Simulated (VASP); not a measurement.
Here is a VASP 6.6.1 calculation.

POSCAR

```
NaCl
1.0
    3.9610943940      0.0000000000      0.0000000000
    0.0000000000      3.9610943940      0.0000000000
    0.0000000000      0.0000000000     27.2841535750
Na Cl
5 5
Direct
    0.5000000000      0.5000000000      0.2969044506
    0.0000000000      0.0000000000      0.3966629542
    0.5000000000      0.5000000000      0.5000000013
    0.0000000000      0.0000000000      0.6033370486
    0.5000000000      0.5000000000      0.7030955464
    0.0000000000      0.0000000000      0.2932104886
    0.5000000000      0.5000000000      0.3977634495
    0.0000000000      0.0000000000      0.4999999485
    0.5000000000      0.5000000000      0.6022364759
    0.0000000000      0.0000000000      0.7067895114
```

INCAR.step1

```
  PREC = Accurate
  ENCUT = 520
  ISMEAR = 0
  SIGMA = 0.05
  LREAL = F
  LASPH = T
  NELM = 100
  LDIPOL = T
  IDIPOL = 3
  DIPOL = 0.5 0.5 0.500
  NBANDS = 46
  GGA = PE
  ALGO = Normal
  EDIFF = 1E-4
  LWAVE = T
  LCHARG = F
```

File INCAR.step2:

```
  PREC = Accurate
  ENCUT = 520
  EDIFF = 1E-6
  ISMEAR = 0
  SIGMA = 0.05
  LREAL = F
  LASPH = T
  NELM = 100
  ALGO = Normal
  ISIF = 2
  LWAVE = F
  LCHARG = T
  LDIPOL = T
  IDIPOL = 3
  DIPOL = 0.5 0.5 0.500
  METAGGA = R2SCAN
  LMIXTAU = T
  LELF = T
  LVHAR = T
  LVACPOTAV = T
  NBANDS = 46
  ISTART = 1
```

KPOINTS

```
Automatic mesh
0
Gamma
  6 6 1
```

Potentials or basis: VASP PAW PBE potentials, release 64 (Na_pv, Cl).

Command:

```bash
$ cat potpaw_PBE.64/Na_pv/POTCAR potpaw_PBE.64/Cl/POTCAR > POTCAR
$ cp INCAR.step1 INCAR
$ mpirun -np 1 vasp_std > vasp.out
$ cp INCAR.step2 INCAR
$ mpirun -np 1 vasp_std > vasp.out
```

What does it give for the largest force?

0.010 eV/Å.

What does it give for the band gap on the k mesh?

5.95 eV.

Forces in eV/Å, atoms in the order of the input:
```
Na   0.000  0.000  0.008
Na   0.000  0.000  0.000
Na   0.000  0.000  0.000
Na   0.000  0.000  0.000
Na   0.000  0.000 -0.008
Cl   0.000  0.000  0.010
Cl   0.000  0.000 -0.004
Cl   0.000  0.000  0.000
Cl   0.000  0.000  0.004
Cl   0.000  0.000 -0.010
```

Caveat: the PAW data sets were made with another functional, which shifts forces and pressure a little.
